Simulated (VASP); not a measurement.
# C (Fmmm) in VASP: notebook

The runs below take C through single point, with r2SCAN.

Everything below comes from runs of VASP 6.6.1. Logs are shortened: lines on timing, memory, paths and dates and some standing lists are left out, and cuts for length are marked.

## (1) The cell of the first run

The structure is orthorhombic, space group Fmmm (No. 69). The conventional cell has a = 2.593 Å, b = 4.490 Å, c = 6.392 Å, α = 90.00°, β = 90.00°, γ = 90.00°. C (site symmetry m2m) has 3 C at 1.50 Å within 2.0 Å.

## (2) Single point, r2SCAN

POSCAR reads:

```
C
1.0
    0.0000000000      2.2451471039      3.1960314833
    1.2962761297      0.0000000000      3.1960314833
    1.2962761297      2.2451471039      0.0000000000
C
2
Direct
    0.1667039277      0.8332960723      0.1667039277
    0.8332960723      0.1667039277      0.8332960723
```

INCAR.step1 reads:

```
SYSTEM = C
PREC = Accurate ; ENCUT = 520
ISMEAR = 0 ; SIGMA = 0.05
LREAL = .FALSE. ; LASPH = .TRUE.
NELM = 100 ; NBANDS = 11
GGA = PE ; ALGO = Normal
EDIFF = 1E-4 ; LWAVE = .TRUE.
LCHARG = .FALSE.
```

INCAR.step2 reads:

```
SYSTEM = C
PREC = Accurate ; ENCUT = 520
EDIFF = 1E-6 ; ISMEAR = 0
SIGMA = 0.05 ; LREAL = .FALSE.
LASPH = .TRUE. ; NELM = 100
ALGO = Normal ; ISIF = 2
LWAVE = .FALSE. ; LCHARG = .TRUE.
METAGGA = R2SCAN ; LMIXTAU = .TRUE.
LELF = .TRUE. ; LVHAR = .TRUE.
NBANDS = 11 ; ISTART = 1
```

KPOINTS reads:

```
Automatic mesh
0
G
  14 14 14
  0 0 0
```

Potentials or basis: VASP PAW PBE potentials, release 64 (C).

Run with:

```sh
$ cat potpaw_PBE.64/C/POTCAR > POTCAR
$ cp INCAR.step1 INCAR
$ mpirun -np 1 vasp_std > vasp.out
$ cp INCAR.step2 INCAR
$ mpirun -np 1 vasp_std > vasp.out
```

OUTCAR:

```text
SYSTEM = C
   PREC = Accurate
   ENCUT = 520
   EDIFF = 1E-6
   ISMEAR = 0
   LREAL = .FALSE.
   LASPH = .TRUE.
   NELM = 100
   ISIF = 2
   METAGGA = R2SCAN
   ISTART = 1

 ion  position               nearest neighbor table
   1  0.167  0.833  0.167-   2 1.50   2 1.50   2 1.50
   2  0.833  0.167  0.833-   1 1.50   1 1.50   1 1.50

  LATTYP: Found a face centered orthorhombic cell.
 ALAT       =     2.5925522594
 B/A-ratio  =     1.7319975678
 C/A-ratio  =     2.4655483582

  Lattice vectors:

 A1 = (   0.0000000000,   2.2451471039,   3.1960314833)
 A2 = (   1.2962761297,   0.0000000000,   3.1960314833)
 A3 = (   1.2962761297,   2.2451471039,   0.0000000000)

Analysis of symmetry for initial positions (statically):
=====================================================================
 Subroutine PRICEL returns:
 Original cell was already a primitive cell.

 Routine SETGRP: Setting up the symmetry group for a
 face centered orthorhombic supercell.

 Subroutine GETGRP returns: Found  8 space group operations
 (whereof  8 operations were pure point group operations)
 out of a pool of  8 trial point group operations.

The static configuration has the point symmetry D_2h.

Analysis of symmetry for dynamics (positions and initial velocities):
=====================================================================
 Subroutine PRICEL returns:
 Original cell was already a primitive cell.

 Routine SETGRP: Setting up the symmetry group for a
 face centered orthorhombic supercell.

 Subroutine GETGRP returns: Found  8 space group operations
 (whereof  8 operations were pure point group operations)
 out of a pool of  8 trial point group operations.

The dynamic configuration has the point symmetry D_2h.

 Subroutine INISYM returns: Found  8 space group operations
 (whereof  8 operations are pure point group operations),
 and found     1 'primitive' translations

----------------------------------------------------------------------------------------

                                     Primitive cell

  volume of cell :      18.6030

  direct lattice vectors                    reciprocal lattice vectors
     0.000000000  2.245147104  3.196031483    -0.385720286  0.222702557  0.156444016
     1.296276130  0.000000000  3.196031483     0.385720286 -0.222702557  0.156444016
     1.296276130  2.245147104  0.000000000     0.385720286  0.222702557 -0.156444016

  length of vectors
     3.905803728  3.448905485  2.592492492     0.472071285  0.472071285  0.472071285

  position of ions in fractional coordinates (direct lattice)
     0.166703928  0.833296072  0.166703928
     0.833296072  0.166703928  0.833296072

  ion indices of the primitive-cell ions
   primitive index   ion index
                 1           1
                 2           2

----------------------------------------------------------------------------------------

 KPOINTS: Automatic mesh

Automatic generation of k-mesh.
 Grid dimensions read from file:
 generate k-points for:   14   14   14

 Generating k-lattice:

  Cartesian coordinates                     Fractional coordinates (reciprocal lattice)
    -0.027551449  0.015907325  0.011174573     0.071428571  0.000000000  0.000000000
     0.027551449 -0.015907325  0.011174573     0.000000000  0.071428571  0.000000000
     0.027551449  0.015907325 -0.011174573     0.000000000  0.000000000  0.071428571

  Length of vectors
     0.033719378  0.033719378  0.033719378

  Shift w.r.t. Gamma in fractional coordinates (k-lattice)
     0.000000000  0.000000000  0.000000000

 Subroutine IBZKPT returns following result:
 ===========================================

 Found    428 irreducible k-points:

 Following reciprocal coordinates:
            Coordinates               Weight
  0.000000  0.000000  0.000000      1.000000
  0.071429  0.000000  0.000000      8.000000
  0.142857  0.000000  0.000000      8.000000
  0.214286  0.000000  0.000000      8.000000
  0.285714  0.000000  0.000000      8.000000
  0.357143 -0.000000 -0.000000      8.000000
[... 16 lines left out ...]
  0.214286  0.142857  0.000000      8.000000
  0.285714  0.142857 -0.000000      8.000000
 [... further k-points ...]
   k-points           NKPTS =    428   k-points in BZ     NKDIM =    428   number of bands    NBANDS=     11
   number of dos      NEDOS =    301   number of ions     NIONS =      2
   total plane-waves  NPLWV =  16800
   dimension x,y,z NGX =    30 NGY =   28 NGZ =   20
   dimension x,y,z NGXF=    60 NGYF=   56 NGZF=   40
   ions per type =               2
   NGX,Y,Z   is equivalent  to a cutoff of  12.77, 13.50, 12.83 a.u.
   NGXF,Y,Z  is equivalent  to a cutoff of  25.54, 26.99, 25.65 a.u.
 SYSTEM =  C
   PREC   = accura    normal or accurate (medium, high low for compatibility)
   ISTART =      1    job   : 0-new  1-cont  2-samecut
   ICHARG =      0    charge: 1-file 2-atom 10-const
   ISPIN  =      1    spin polarized calculation?
   LNONCOLLINEAR =      F non collinear calculations
   LSORBIT =      F    spin-orbit coupling
   LASPH  =      T    aspherical Exc in radial PAW
   ENCUT  =  520.0 eV  38.22 Ry    6.18 a.u.   7.26  6.41  4.82*2*pi/ulx,y,z
   NELM   =    100;   NELMIN=  2; NELMDL=  0     # of ELM steps
   EDIFF  = 0.1E-05   stopping-criterion for ELM
   LREAL  =      F    real-space projection
   EDIFFG = 0.1E-04   stopping-criterion for IOM
   NSW    =      0    number of steps for IOM
   IBRION =     -1    ionic relax: 0-MD 1-quasi-New 2-CG
   NFREE  =      0    steps in history (QN), initial steepest desc. (CG)
   ISIF   =      2    stress and relaxation
   ISYM   =      2    0-nonsym 1-usesym 2-fastsym
   POTIM  = 0.5000    time-step for ionic-motion
   TEBEG  =    0.0;   TEEND  =   0.0 temperature during run
   PSTRESS=    0.0 pullay stress
   NELECT =       8.0000    total number of electrons
   NUPDOWN=      -1.0000    fix difference up-down
   EMIN   =  10.00;   EMAX   =-10.00  energy-range for DOS
   EFERMI =   0.00;   METHOD = LEGACY
   ISMEAR =     0;   SIGMA  =   0.05  broadening in eV -4-tet -1-fermi 0-gaus
   EFERMI_NEDOS =   21; number of points for ismear=-14 and -15
   IALGO  =     38    algorithm
   IMIX   =      4    mixing-type and parameters
     AMIX     =   0.40;   BMIX     =  1.00
     AMIX_MAG =   1.60;   BMIX_MAG =  1.00
  volume/ion in A,a.u.               =       9.30        62.77
  Fermi-wavevector in a.u.,A,eV,Ry     =   1.235692  2.335120 20.775221  1.526936
  Thomas-Fermi vector in A             =   2.370331
   LORBIT       =      0    0 simple, 1 ext, 2 COOP (PROOUT), +10 PAW based schemes
   METAGGA = R2SCAN    functional components
   LHFCALC =     F    Hartree Fock is set to
   AEXX    =    0.0000 exact exchange contribution
   IVDW    =     0    specifies the selected vdW correction
   LEPSILON=     F    determine dielectric tensor
   LRPA    =     F    only Hartree local field effects (RPA)
 non-spin polarized calculation
 Gauss-broadening in eV      SIGMA  =   0.05
  energy-cutoff  :      520.00
  volume of cell :       18.60
 maximum number of plane-waves:       513
 NGX is ok and might be reduce to    30

 number of electron       8.0000000 magnetization

 Free energy of the ion-electron system (eV)
  ---------------------------------------------------
  ext. energy  EPLUGINS =         0.00000000
  ---------------------------------------------------
  free energy    TOTEN  =       -19.48063728 eV

  energy without entropy =      -19.48044750  energy(sigma->0) =      -19.48054239

 E-fermi :   4.5546     XC(G=0): -11.1047

 val. band max:        4.5464976227   @ k =   0.4286  -0.2143   0.3571
 cond. band min:       4.5882048986   @ k =  -0.2143   0.1429   0.2857
 fundamental gap:      0.0417072759
 Fermi energy:         4.5545940507

 k-point     1 :       0.0000    0.0000    0.0000
  band No.  band energies     occupation
      1     -15.5572      2.00000
      2      -1.3847      2.00000
      3       0.9565      2.00000
      4       1.0041      2.00000
      5       9.8095      0.00000
      6      11.8605      0.00000
      7      12.0124      0.00000
      8      13.9015      0.00000
      9      14.5651      0.00000
     10      26.1141      0.00000
     11      29.5825      0.00000

 k-point     2 :       0.0714    0.0000    0.0000
  band No.  band energies     occupation
      1     -15.4342      2.00000
      2      -1.3022      2.00000
      3       0.4963      2.00000
      4       0.7402      2.00000
      5      10.0227      0.00000
      6      11.9685      0.00000
      7      12.3865      0.00000
      8      14.1409      0.00000
      9      14.2399      0.00000
     10      26.4629      0.00000
     11      28.1865      0.00000

 k-point     3 :       0.1429    0.0000    0.0000
  band No.  band energies     occupation
      1     -15.0670      2.00000
      2      -1.0515      2.00000
      3      -0.7783      2.00000
      4       0.1657      2.00000
      5      10.6466      0.00000
      6      11.8064      0.00000
      7      13.0269      0.00000
      8      13.6685      0.00000
      9      15.2701      0.00000
     10      25.6842      0.00000
     11      27.4526      0.00000
[... 267 lines left out ...]
 k-point    23 :       0.2143    0.1429    0.0000
  band No.  band energies     occupation
      1     -15.3183      2.00000
      2      -2.1485      2.00000
      3       0.4777      2.00000
      4       0.7388      2.00000
      5      11.6936      0.00000
      6      11.9768      0.00000
      7      12.3729      0.00000
      8      14.0628      0.00000
      9      14.3477      0.00000
     10      26.1491      0.00000
     11      28.9449      0.00000

 k-point    24 :       0.2857    0.1429   -0.0000
  band No.  band energies     occupation
      1     -14.9224      2.00000
      2      -2.0513      2.00000
      3      -0.8180      2.00000
      4       0.1655      2.00000
      5      11.7570      0.00000
      6      12.7601      0.00000
      7      13.1949      0.00000
      8      13.6950      0.00000
      9      15.1640      0.00000
     10      26.0216      0.00000
     11      27.6028      0.00000

 [... further k-points ...]

------------------------ aborting loop because EDIFF is reached ----------------------------------------

  FORCE on cell =-STRESS in cart. coord.  units (eV):
  Direction    XX          YY          ZZ          XY          YZ          ZX
  --------------------------------------------------------------------------------------
  -------------------------------------------------------------------------------------
  Total       -6.6139022     -6.6838730      0.5705058     -0.0000000      0.0000000      0.0000000
  in kB     -569.6196770   -575.6458774     49.1345815     -0.0000000      0.0000000      0.0000000
  external PRESSURE =    -365.3769910 kB  Pullay stress =       0.0000000 kB

 VOLUME and BASIS-vectors are now :
 -----------------------------------------------------------------------------
  energy-cutoff  :      520.00
  volume of cell :       18.60
      direct lattice vectors                 reciprocal lattice vectors
     0.000000000  2.245147104  3.196031483    -0.385720286  0.222702557  0.156444016
     1.296276130  0.000000000  3.196031483     0.385720286 -0.222702557  0.156444016
     1.296276130  2.245147104  0.000000000     0.385720286  0.222702557 -0.156444016

 POSITION                                       TOTAL-FORCE (eV/Angst)
 -----------------------------------------------------------------------------------
      1.29628      0.74855      3.19603         0.000000      0.006450      0.000000
      1.29628      3.74174      3.19603         0.000000     -0.006450      0.000000
 -----------------------------------------------------------------------------------
    total drift:                                0.000000      0.000000      0.000000

  FREE ENERGIE OF THE ION-ELECTRON SYSTEM (eV)
  ---------------------------------------------------
  free  energy   TOTEN  =       -19.4806372761 eV

  energy  without entropy=      -19.4804475036  energy(sigma->0) =      -19.48054239
```

It took 5.9 min on 1 thread of Intel Xeon Platinum 8259CL at 2.50GHz (Skylake/Cascade Lake), shared host; peak memory 0.2 GiB.

What came out:

- Free energy: -19.4806 eV
- Pressure: -36.5 GPa
- Largest force: 0.006 eV/Å
- Band gap on the k mesh: zero (filled and empty bands touch)

Forces on the atoms (eV/Å):
```
C    0.000  0.006  0.000
C    0.000 -0.006  0.000
```

Stress tensor (GPa, compression positive):
```
-56.96   0.00   0.00
  0.00 -57.56   0.00
  0.00   0.00   4.91
```

Caveat: the cell stands under tension; the PAW data sets were made with another functional, which shifts forces and pressure a little.

## (3) Single point, r2SCAN

This run uses another cell than the first one, of the same volume but with other edges.

POSCAR reads:

```
C
1.0
    0.0000000000      2.0013545281      4.0220975140
    1.1555180939      0.0000000000      4.0220975140
    1.1555180939      2.0013545281      0.0000000000
C
2
Direct
    0.1667039277      0.8332960723      0.1667039277
    0.8332960723      0.1667039277      0.8332960723
```

INCAR.step1 reads:

```
ALGO = Normal
EDIFF = 1E-4
ENCUT = 520
GGA = PE
ISMEAR = 0
LASPH = True
LCHARG = False
LREAL = False
LWAVE = True
NBANDS = 11
NELM = 100
PREC = Accurate
SIGMA = 0.05
```

INCAR.step2 reads:

```
ALGO = Normal
EDIFF = 1E-7
ENCUT = 520
ISIF = 2
ISMEAR = 0
ISTART = 1
LASPH = True
LCHARG = True
LELF = True
LMIXTAU = True
LREAL = False
LVHAR = True
LWAVE = False
METAGGA = R2SCAN
NBANDS = 11
NELM = 100
PREC = Accurate
SIGMA = 0.05
```

KPOINTS reads:

```
k-points
0
Gamma
  14 14 14
```

Potentials or basis: VASP PAW PBE potentials, release 64 (C).

Run with:

```sh
$ cat potpaw_PBE.64/C/POTCAR > POTCAR
$ cp INCAR.step1 INCAR
$ mpirun -np 1 vasp_std > vasp.out
$ cp INCAR.step2 INCAR
$ mpirun -np 1 vasp_std > vasp.out
```

Wall time 5.5 min (1 thread of Intel Xeon Platinum 8259CL at 2.50GHz (Skylake/Cascade Lake), shared host); peak memory 0.2 GiB.

It converged, with:

| Item | Value |
| --- | --- |
| Free energy | -19.2766 eV |
| Pressure | 56.7 GPa |
| Largest force | 0.022 eV/Å |

Forces in eV/Å, atoms in the order of the input:
```
C    0.000 -0.022  0.000
C    0.000  0.022  0.000
```

Stress tensor (GPa, compression positive):
```
85.65  0.00  0.00
 0.00 85.53  0.00
 0.00  0.00 -1.17
```

Caveat: the cell stands under pressure; the PAW data sets were made with another functional, which shifts forces and pressure a little.
